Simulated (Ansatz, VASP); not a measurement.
Two plane-wave programs on IrC3

File INCAR:

```
SYSTEM = IrC3
ALGO = Normal ; EDIFF = 1E-6
ENCUT = 520 ; GGA = PE
ISIF = 2 ; ISMEAR = 0
LASPH = .True. ; LCHARG = .False.
LREAL = .False. ; LWAVE = .False.
NBANDS = 18 ; NELM = 100
PREC = Accurate ; SIGMA = 0.1
```

The input KPOINTS:

```
k-points
0
Gamma
  8 8 8
  0 0 0
```

Contents of POSCAR:

```
IrC3
1.0
   -1.5952996769      1.5952996769      3.5635265510
    1.5952996769     -1.5952996769      3.5635265510
    1.5952996769      1.5952996769     -3.5635265510
Ir C
1 3
Direct
    0.0000000000      0.0000000000      0.0000000000
    0.5000000000      0.5000000000      0.0000000000
    0.2500000000      0.7500000000      0.5000000000
    0.7500000000      0.2500000000      0.5000000000
```

Input for Ansatz:

```yaml
crystal:
  lattice:
    - [-1.5952996769, 1.5952996769, 3.563526551]
    - [1.5952996769, -1.5952996769, 3.563526551]
    - [1.5952996769, 1.5952996769, -3.563526551]
  atoms:
    - { symbol: Ir, position: [0.0, 0.0, 0.0] }
    - { symbol: C, position: [0.5, 0.5, 0.0] }
    - { symbol: C, position: [0.25, 0.75, 0.5] }
    - { symbol: C, position: [0.75, 0.25, 0.5] }
basis:
  ecutwfc: 420
kpoints:
  mp_grid: { grid: [8, 8, 8] }
hamiltonian:
  xc: pbe
scf:
  occupations: { method: gaussian, width: 0.1 }
  lower_state_search: "off"
output:
  forces: true
  stress: true
  eigenvalues: true
```

Alike in both runs: task single point; functional PBE; k mesh 8 × 8 × 8; occupations gaussian, width 0.1 eV; no spin polarisation.

|  | VASP | Ansatz |
| --- | --- | --- |
| version | VASP 6.6.1 | Ansatz 0.2.0 |
| potentials or method | VASP PAW PBE potentials, release 64 (Ir, C), cutoff 520 eV | scalar-relativistic, plane waves, PAW |
| valence electrons in the cell | 21 | 29 |

|  | VASP | Ansatz | Ansatz less VASP |
| --- | --- | --- | --- |
| gap on the k mesh at the Fermi level (eV) | none | none | - |
| pressure (GPa) | -2.3 | -3.5 | -1.23 |
| traceless stress, the component that is largest in VASP (GPa) | -5.05 | -4.91 | +0.143 |

A gap of «none» marks a metal or a gap that the smearing closes. With one functional, cell and mesh, what is left measures potentials, basis and numerics. VASP's potentials hold 21 valence electrons a cell and Ansatz's 29, so a difference there can come from the potentials and not from the codes.

Spin-orbit coupling is off throughout.
